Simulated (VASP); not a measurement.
# La: relaxation of cell and atoms with PBEsol

The system is La.

```
La
1.0
     3.75000    0.00000    0.00000
    -1.87500    3.24760    0.00000
     0.00000    0.00000    6.07000
La
2
Direct
  0.66667 0.33333 0.75000
  0.33333 0.66667 0.25000
```

```yaml
Program: VASP 6.6.1
Task: relaxation of cell and atoms
Functional: PBEsol
Potentials_or_basis: VASP PAW PBE potentials, release 64 (La)
Cutoff: 600 eV
k_mesh: 8 × 8 × 5
Occupations: fermi-dirac, width 0.05 eV
Spin: no spin polarisation
Target_pressure: 20 GPa
Dipole_correction: no
Further_INCAR_settings: ALGO = Normal; EDIFF = 1e-06; IBRION = 2; EDIFFG = -0.005; NSW = 80; ISIF = 3
```

```json
{
 "Relaxed volume": "22.83 Å³/atom",
 "Relaxed cell": "a = 3.128 Å, b = 3.128 Å, c = 5.388 Å, α = 90.00°, β = 90.00°, γ = 120.00°",
 "Space group after relaxing (to 0.1 Å)": "P6_3/mmc (No. 194)",
 "Energy change on relaxing (the run minimises the enthalpy)": "+515.0 meV/atom",
 "Ionic steps": "19",
 "Pressure after relaxing": "20.0 GPa",
 "Band gap on the k mesh": "zero (bands 11 and 12 overlap by 2.20 eV)"
}
```

Step by step:
| step | energy change (eV) | largest force (eV/Å) | pressure (GPa) | volume (Å³) |
| --- | --- | --- | --- | --- |
| 1 | 0.0000 | 0.0000 | -1.43 | 73.92 |
| 2 | 4.7094 | 0.0000 | 90.31 | 32.65 |
| 3 | 0.8661 | 0.0000 | 17.44 | 47.30 |
| 4 | 0.9586 | 0.0000 | 18.98 | 46.48 |
| 5 | 1.0197 | 0.0000 | 19.83 | 45.98 |
| 6 | 1.0795 | 0.0000 | 20.74 | 45.51 |
| 7 | 1.0846 | 0.0000 | 20.99 | 45.28 |
| 8 | 1.0982 | 0.0000 | 21.11 | 45.12 |
| 9 | 1.1069 | 0.0000 | 21.10 | 45.05 |
| 10 | 1.1045 | 0.0000 | 21.17 | 45.07 |
| 11 | 0.9609 | 0.0000 | 18.91 | 46.23 |
| 12 | 1.0374 | 0.0000 | 20.08 | 45.59 |
| 13 | 1.0328 | 0.0000 | 19.39 | 45.63 |
| 14 | 1.0361 | 0.0000 | 20.05 | 45.60 |
| 15 | 1.0347 | 0.0000 | 19.98 | 45.62 |
| 16 | 1.0315 | 0.0000 | 20.01 | 45.64 |
| 17 | 1.0329 | 0.0000 | 20.05 | 45.63 |
| 18 | 1.0275 | 0.0000 | 19.95 | 45.67 |
| 19 | 1.0301 | 0.0000 | 19.99 | 45.65 |

Final structure:
```xyz
2
Lattice="3.1279 0.0000 0.0000 -1.5640 2.7089 0.0000 0.0000 0.0000 5.3879" Properties=species:S:1:pos:R:3 pbc="T T T"
La    1.5640    0.9030    4.0409
La    0.0000    1.8059    1.3470
```

Levels at points of the mesh, in eV from the Fermi level:
| k point | band 9 | band 10 | band 11 | band 12 | band 13 | band 14 |
| --- | --- | --- | --- | --- | --- | --- |
| (0.00, 0.00, 0.00) | -1.98 | -1.81 | 0.52 | 1.66 | 1.66 | 1.77 |
| (0.50, 0.00, 0.00) | -3.14 | -2.35 | -1.42 | 1.60 | 1.72 | 1.93 |

It took 4.8 min on 1 thread of Intel(R) Xeon(R) 6975P-C (Granite Rapids) (shared host), peak memory 0.25 GiB.

Caveat: the cell is relaxed towards a set pressure, so the run minimises the enthalpy, not the energy; the volume moved by over 15 % at a fixed basis, so the end points are rough; the PAW data sets were made with another functional, which shifts forces and pressure a little; spin-orbit coupling is left out, which moves the levels of the heavy elements.
